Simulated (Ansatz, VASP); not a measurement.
## GaAs: VASP beside Ansatz

```
CELL_PARAMETERS angstrom
0.00000 2.83308 2.83308
2.83308 0.00000 2.83308
2.83308 2.83308 0.00000
ATOMIC_POSITIONS crystal
Ga 0.00000 0.00000 0.00000
As 0.25000 0.25000 0.25000
```

Alike in both runs: task single point; functional PBE; k mesh 8 × 8 × 8; occupations fermi-dirac, width 0.02 eV; non-collinear spin, spin-orbit coupling.

|  | VASP | Ansatz |
| --- | --- | --- |
| version | VASP 6.6.1 | Ansatz 0.2.0 |
| potentials or method | VASP PAW PBE potentials, release 64 (Ga_d, As) | plane waves, PAW |
| plane-wave cutoff (eV) | 520 | 420 |
| valence electrons in the cell | 18 | 28 |

```tsv
	VASP	Ansatz	Ansatz less VASP
pressure (GPa)	2.9	2.8	-0.17
```

With one functional, cell and mesh, what is left measures potentials, basis and numerics. VASP's potentials hold 18 valence electrons a cell and Ansatz's 28, so a difference there can come from the potentials and not from the codes.
